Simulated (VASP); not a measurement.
# KPt (P-6m2) in VASP: settings compared

The runs below take KPt through single point, with PBE, r2SCAN.

All numbers are computed with VASP 6.6.1; they aren't measurements. Logs are shortened: lines on timing, memory, paths and dates and some standing lists are left out, and cuts for length are marked.

**1. The cell of the first run**

It takes space group P-6m2 (No. 187, hexagonal). Conventional cell: a = 3.001 Å, b = 3.001 Å, c = 5.346 Å, α = 90.00°, β = 90.00°, γ = 120.00°. Pt (site symmetry -6m2) has 6 Pt at 3.00 Å and 6 K at 3.19 Å within 4.0 Å. Within 4.0 Å of K (site symmetry -6m2) lie 6 K at 3.00 Å and 6 Pt at 3.19 Å.

**2. Single point, PBE**

INCAR

```
PREC = Accurate ; ENCUT = 520
EDIFF = 1E-7 ; ISMEAR = 0
SIGMA = 0.05 ; LREAL = False
LASPH = True ; NELM = 80
ALGO = Fast ; ISIF = 2
LWAVE = False ; LCHARG = False
GGA = PE ; NBANDS = 16
```

KPOINTS

```
regular mesh
0
Gamma
  7 7 4
```

POSCAR

```
KPt
1.0
    3.0008472788      0.0000000000      0.0000000000
   -1.5004236394      2.5988099763      0.0000000000
    0.0000000000      0.0000000000      5.3455780000
Pt K
1 1
Direct
    0.6666666667      0.3333333333      0.0000000000
    0.0000000000      0.0000000000      0.5000000000
```

Potentials or basis: VASP PAW PBE potentials, release 64 (Pt, K_sv).

On the command line:

```console
cat potpaw_PBE.64/Pt/POTCAR potpaw_PBE.64/K_sv/POTCAR > POTCAR
mpirun -np 1 vasp_std > vasp.out
```

OUTCAR:

```text
PREC = Accurate
   ENCUT = 520
   EDIFF = 1E-7
   ISMEAR = 0
   LREAL = False
   LASPH = True
   NELM = 80
   ISIF = 2
   GGA = PE

 ion  position               nearest neighbor table
   1  0.667  0.333  0.000-   2 3.19   2 3.19   2 3.19   2 3.19   2 3.19   2 3.19
   2  0.000  0.000  0.500-   1 3.19   1 3.19   1 3.19   1 3.19   1 3.19   1 3.19

  LATTYP: Found a hexagonal cell.
 ALAT       =     3.0008472788
 C/A-ratio  =     1.7813562315

  Lattice vectors:

 A1 = (   3.0008472788,   0.0000000000,   0.0000000000)
 A2 = (  -1.5004236394,   2.5988099763,   0.0000000000)
 A3 = (   0.0000000000,   0.0000000000,   5.3455780000)

Analysis of symmetry for initial positions (statically):
=====================================================================
 Subroutine PRICEL returns:
 Original cell was already a primitive cell.

 Routine SETGRP: Setting up the symmetry group for a
 hexagonal supercell.

 Subroutine GETGRP returns: Found 12 space group operations
 (whereof 12 operations were pure point group operations)
 out of a pool of 24 trial point group operations.

The static configuration has the point symmetry D_3h.

Analysis of symmetry for dynamics (positions and initial velocities):
=====================================================================
 Subroutine PRICEL returns:
 Original cell was already a primitive cell.

 Routine SETGRP: Setting up the symmetry group for a
 hexagonal supercell.

 Subroutine GETGRP returns: Found 12 space group operations
 (whereof 12 operations were pure point group operations)
 out of a pool of 24 trial point group operations.

The dynamic configuration has the point symmetry D_3h.

 Subroutine INISYM returns: Found 12 space group operations
 (whereof 12 operations are pure point group operations),
 and found     1 'primitive' translations

----------------------------------------------------------------------------------------

                                     Primitive cell

  volume of cell :      41.6882

  direct lattice vectors                    reciprocal lattice vectors
     3.000847279  0.000000000  0.000000000     0.333239218  0.192395752  0.000000000
    -1.500423639  2.598809976  0.000000000     0.000000000  0.384791504  0.000000000
     0.000000000  0.000000000  5.345578000     0.000000000  0.000000000  0.187070509

  length of vectors
     3.000847279  3.000847279  5.345578000     0.384791504  0.384791504  0.187070509

  position of ions in fractional coordinates (direct lattice)
     0.666666667  0.333333333  0.000000000
     0.000000000  0.000000000  0.500000000

  ion indices of the primitive-cell ions
   primitive index   ion index
                 1           1
                 2           2

----------------------------------------------------------------------------------------

 KPOINTS: regular mesh

Automatic generation of k-mesh.
 Grid dimensions read from file:
 generate k-points for:    7    7    4

 Generating k-lattice:

  Cartesian coordinates                     Fractional coordinates (reciprocal lattice)
     0.047605603  0.027485107  0.000000000     0.142857143  0.000000000  0.000000000
     0.000000000  0.054970215  0.000000000     0.000000000  0.142857143  0.000000000
     0.000000000  0.000000000  0.046767627     0.000000000  0.000000000  0.250000000

  Length of vectors
     0.054970215  0.054970215  0.046767627

  Shift w.r.t. Gamma in fractional coordinates (k-lattice)
     0.000000000  0.000000000  0.000000000

 Subroutine IBZKPT returns following result:
 ===========================================

 Found     24 irreducible k-points:

 Following reciprocal coordinates:
            Coordinates               Weight
  0.000000  0.000000  0.000000      1.000000
  0.142857  0.000000  0.000000      6.000000
  0.285714  0.000000  0.000000      6.000000
  0.428571 -0.000000  0.000000      6.000000
  0.142857  0.142857  0.000000      6.000000
  0.285714  0.142857  0.000000     12.000000
[... 16 lines left out ...]
  0.428571  0.142857  0.500000      6.000000
  0.285714  0.285714  0.500000      6.000000
   k-points           NKPTS =     24   k-points in BZ     NKDIM =     24   number of bands    NBANDS=     16
   number of dos      NEDOS =    301   number of ions     NIONS =      2
   total plane-waves  NPLWV =  23040
   dimension x,y,z NGX =    24 NGY =   24 NGZ =   40
   dimension x,y,z NGXF=    48 NGYF=   48 NGZF=   80
   ions per type =               1   1
   NGX,Y,Z   is equivalent  to a cutoff of  13.30, 13.30, 12.44 a.u.
   NGXF,Y,Z  is equivalent  to a cutoff of  26.59, 26.59, 24.88 a.u.
 SYSTEM =  unknown system
   PREC   = accura    normal or accurate (medium, high low for compatibility)
   ISTART =      0    job   : 0-new  1-cont  2-samecut
   ICHARG =      2    charge: 1-file 2-atom 10-const
   ISPIN  =      1    spin polarized calculation?
   LNONCOLLINEAR =      F non collinear calculations
   LSORBIT =      F    spin-orbit coupling
   LASPH  =      T    aspherical Exc in radial PAW
   ENCUT  =  520.0 eV  38.22 Ry    6.18 a.u.   5.58  5.58  9.94*2*pi/ulx,y,z
   NELM   =     80;   NELMIN=  2; NELMDL= -5     # of ELM steps
   EDIFF  = 0.1E-06   stopping-criterion for ELM
   LREAL  =      F    real-space projection
   EDIFFG = 0.1E-05   stopping-criterion for IOM
   NSW    =      0    number of steps for IOM
   IBRION =     -1    ionic relax: 0-MD 1-quasi-New 2-CG
   NFREE  =      0    steps in history (QN), initial steepest desc. (CG)
   ISIF   =      2    stress and relaxation
   ISYM   =      2    0-nonsym 1-usesym 2-fastsym
   POTIM  = 0.5000    time-step for ionic-motion
   TEBEG  =    0.0;   TEEND  =   0.0 temperature during run
   PSTRESS=    0.0 pullay stress
   NELECT =      19.0000    total number of electrons
   NUPDOWN=      -1.0000    fix difference up-down
   EMIN   =  10.00;   EMAX   =-10.00  energy-range for DOS
   EFERMI =   0.00;   METHOD = LEGACY
   ISMEAR =     0;   SIGMA  =   0.05  broadening in eV -4-tet -1-fermi 0-gaus
   EFERMI_NEDOS =   21; number of points for ismear=-14 and -15
   IALGO  =     68    algorithm
   IMIX   =      4    mixing-type and parameters
     AMIX     =   0.40;   BMIX     =  1.00
     AMIX_MAG =   1.60;   BMIX_MAG =  1.00
  volume/ion in A,a.u.               =      20.84       140.66
  Fermi-wavevector in a.u.,A,eV,Ry     =   1.259858  2.380787 21.595748  1.587243
  Thomas-Fermi vector in A             =   2.393397
   LORBIT       =      0    0 simple, 1 ext, 2 COOP (PROOUT), +10 PAW based schemes
   GGA     = PE    functional components
   LHFCALC =     F    Hartree Fock is set to
   AEXX    =    0.0000 exact exchange contribution
   IVDW    =     0    specifies the selected vdW correction
   LEPSILON=     F    determine dielectric tensor
   LRPA    =     F    only Hartree local field effects (RPA)
 non-spin polarized calculation
 RMM-DIIS sequential band-by-band and
 Gauss-broadening in eV      SIGMA  =   0.05
  energy-cutoff  :      520.00
  volume of cell :       41.69
 maximum number of plane-waves:      1147
 NGX is ok and might be reduce to    24
   NGX = 11   NGY = 11   NGZ = 19

 number of electron      19.0000002 magnetization

 Free energy of the ion-electron system (eV)
  ---------------------------------------------------
  ext. energy  EPLUGINS =         0.00000000
  ---------------------------------------------------
  free energy    TOTEN  =        -6.53586872 eV

  energy without entropy =       -6.53480963  energy(sigma->0) =       -6.53533917

 E-fermi :   5.5130     XC(G=0): -10.6175

 val. band max:        5.5033085916   @ k =   0.0000   0.0000   0.2500
 cond. band min:       5.5325203384   @ k =   0.1429   0.0000   0.5000
 fundamental gap:      0.0292117468
 Fermi energy:         5.5130380428

 k-point     1 :       0.0000    0.0000    0.0000
  band No.  band energies     occupation
      1     -26.8277      2.00000
      2     -10.0896      2.00000
      3      -9.1959      2.00000
      4      -9.1959      2.00000
      5      -0.9393      2.00000
      6       2.1629      2.00000
[... 8 lines left out ...]
     15      14.5833      0.00000
     16      14.5956      0.00000

 k-point     2 :       0.1429    0.0000    0.0000
  band No.  band energies     occupation
      1     -26.7420      2.00000
      2     -10.0035      2.00000
      3      -9.6636      2.00000
      4      -9.2898      2.00000
      5      -0.3194      2.00000
      6       2.4106      2.00000
[... 8 lines left out ...]
     15      14.3130      0.00000
     16      14.3891      0.00000

 k-point     3 :       0.2857    0.0000    0.0000
  band No.  band energies     occupation
      1     -26.5417      2.00000
      2     -10.6165      2.00000
      3      -9.8025      2.00000
      4      -9.4931      2.00000
      5       0.9643      2.00000
      6       2.6656      2.00000
[... 8 lines left out ...]
     15      13.9954      0.00000
     16      14.6409      0.00000

 k-point     4 :       0.4286   -0.0000    0.0000
  band No.  band energies     occupation
      1     -26.3726      2.00000
      2     -11.3126      2.00000
      3      -9.6491      2.00000
      4      -9.6327      2.00000
      5       1.1299      2.00000
      6       2.2974      2.00000
[... 8 lines left out ...]
     15      14.5965      0.00000
     16      15.3172      0.00000
[... 324 lines left out ...]
 k-point    22 :       0.2857    0.1429    0.5000
  band No.  band energies     occupation
      1     -26.4113      2.00000
      2     -10.9777      2.00000
      3      -9.8361      2.00000
      4      -9.6810      2.00000
      5       1.7072      2.00000
      6       2.3426      2.00000
[... 8 lines left out ...]
     15      12.0138      0.00000
     16      15.2569      0.00000

 k-point    23 :       0.4286    0.1429    0.5000
  band No.  band energies     occupation
      1     -26.3254      2.00000
      2     -11.2703      2.00000
      3      -9.9758      2.00000
      4      -9.5793      2.00000
      5       1.5467      2.00000
      6       2.1837      2.00000
[... 8 lines left out ...]
     15      13.0486      0.00000
     16      13.4768      0.00000

 k-point    24 :       0.2857    0.2857    0.5000
  band No.  band energies     occupation
      1     -26.3049      2.00000
      2     -10.9879      2.00000
      3     -10.4267      2.00000
      4      -9.5564      2.00000
      5       2.4885      2.00000
      6       2.5010      2.00000
[... 8 lines left out ...]
     15      12.9594      0.00000
     16      14.4460      0.00000

------------------------ aborting loop because EDIFF is reached ----------------------------------------

  FORCE on cell =-STRESS in cart. coord.  units (eV):
  Direction    XX          YY          ZZ          XY          YZ          ZX
  --------------------------------------------------------------------------------------
  -------------------------------------------------------------------------------------
  Total       -0.0023899     -0.0023899      0.2179593     -0.0000000      0.0000000      0.0000000
  in kB       -0.0918502     -0.0918502      8.3767006     -0.0000000      0.0000000      0.0000000
  external PRESSURE =       2.7310000 kB  Pullay stress =       0.0000000 kB

 VOLUME and BASIS-vectors are now :
 -----------------------------------------------------------------------------
  energy-cutoff  :      520.00
  volume of cell :       41.69
      direct lattice vectors                 reciprocal lattice vectors
     3.000847279  0.000000000  0.000000000     0.333239218  0.192395752  0.000000000
    -1.500423639  2.598809976  0.000000000     0.000000000  0.384791504  0.000000000
     0.000000000  0.000000000  5.345578000     0.000000000  0.000000000  0.187070509

 POSITION                                       TOTAL-FORCE (eV/Angst)
 -----------------------------------------------------------------------------------
      1.50042      0.86627      0.00000         0.000000     -0.000000      0.000000
      0.00000      0.00000      2.67279        -0.000000      0.000000      0.000000
 -----------------------------------------------------------------------------------
    total drift:                               -0.000000      0.000000      0.000000

  FREE ENERGIE OF THE ION-ELECTRON SYSTEM (eV)
  ---------------------------------------------------
  free  energy   TOTEN  =        -6.5358687164 eV

  energy  without entropy=       -6.5348096253  energy(sigma->0) =       -6.53533917
```

Run time: 19 s. Hardware: 1 thread of Intel Xeon Platinum 8375C at 2.90GHz (Ice Lake), shared host; peak memory 0.17 GiB.

What came out:

| Property | Result |
| --- | --- |
| Free energy | -6.5359 eV |
| Pressure | 0.3 GPa |

Stress tensor (GPa, compression positive):
```
-0.01  0.00  0.00
 0.00 -0.01  0.00
 0.00  0.00  0.84
```

Caveat: spin-orbit coupling is left out, which moves the levels of the heavy elements.

(Continued in part 2 of 2.)
